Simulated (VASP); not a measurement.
A run of VASP 6.6.1 is set up as follows.

Contents of INCAR:

```
PREC     = Accurate       # precision mode
ENCUT    = 520            # plane-wave cutoff, eV
EDIFF    = 1E-6           # SCF threshold, eV
ISMEAR   = -1             # smearing method
SIGMA    = 0.05           # smearing width, eV
LREAL    = F              # projectors in reciprocal space
LASPH    = T              # aspherical terms in the spheres
NELM     = 150            # most SCF steps
ALGO     = Normal         # electronic algorithm
ISIF     = 2              # what is computed and relaxed
LWAVE    = F              # write WAVECAR
LCHARG   = F              # write CHGCAR
ISPIN    = 2              # spin polarisation
MAGMOM   = 6              # initial moments
LORBIT   = 11             # projections on sites
NUPDOWN  = 6.0            # fixed moment
LMAXMIX  = 4              # l up to which the mixer works
GGA      = PE             # functional
NBANDS   = 16             # bands
```

Contents of KPOINTS:

```
Automatic mesh
0
Gamma
  11 11 11
```

File POSCAR:

```
Cr
1.0
   -1.4943366600      1.5452007300      1.3932153400
    1.5696721600     -1.4509560800      1.3743061900
    1.4063430800      1.3629625000     -1.2989706900
Cr
1
Direct
    0.0000000000      0.0000000000      0.0000000000
```

Potentials or basis: VASP PAW PBE potentials, release 64 (Cr_pv).

The run is started by

```console
$ cat potpaw_PBE.64/Cr_pv/POTCAR > POTCAR
$ mpirun -np 1 vasp_std > vasp.out
```

(1) Predict the pressure.

Results:

(1) 187.0 GPa.

Caveat: the total moment is fixed, so each spin has its own Fermi level.
